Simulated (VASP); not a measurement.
AgI: single point with r2SCAN

The system is AgI.

```xyz
2
Lattice="3.2250 3.2250 0.0000 -3.2250 3.2250 0.0000 0.0000 3.2250 3.2250" Properties=species:S:1:pos:R:3 pbc="T T T"
Ag    0.0000    0.0000    0.0000
I     1.6125    4.8375    1.6125
```

```json
{"Program": "VASP 6.6.1", "Task": "single point", "Functional": "r2SCAN", "Potentials or basis": "VASP PAW PBE potentials, release 64 (Ag, I)", "Cutoff": "550 eV", "k mesh": "6 × 6 × 6", "Occupations": "gaussian, width 0.01 eV", "Spin": "no spin polarisation"}
```

```
Pressure               : 1.9 GPa
Band gap on the k mesh : 1.79 eV, direct
```

Levels at points of the mesh, in eV from the valence-band top:
```csv
k point,band 6,band 7,band 8,band 9,band 10,band 11,band 12,band 13
"(0.00, 0.00, 0.00)",-3.20,0.00,0.00,0.00,1.79,6.19,6.19,6.19
"(0.50, 0.00, 0.00)",-3.16,-3.04,-0.77,-0.77,3.19,6.63,6.63,7.56
"(0.50, 0.50, 0.00)",-3.07,-2.68,-1.90,-1.90,3.82,4.19,9.07,10.39
```

Run time: 34 s on 1 thread of Intel(R) Xeon(R) 6975P-C (Granite Rapids) (shared host), peak memory 0.22 GiB.

Caveat: the PAW data sets were made with another functional, which shifts forces and pressure a little; spin-orbit coupling is left out, which moves the levels of the heavy elements. r2SCAN opens gaps a little over a GGA but as a rule still falls short of measured ones.
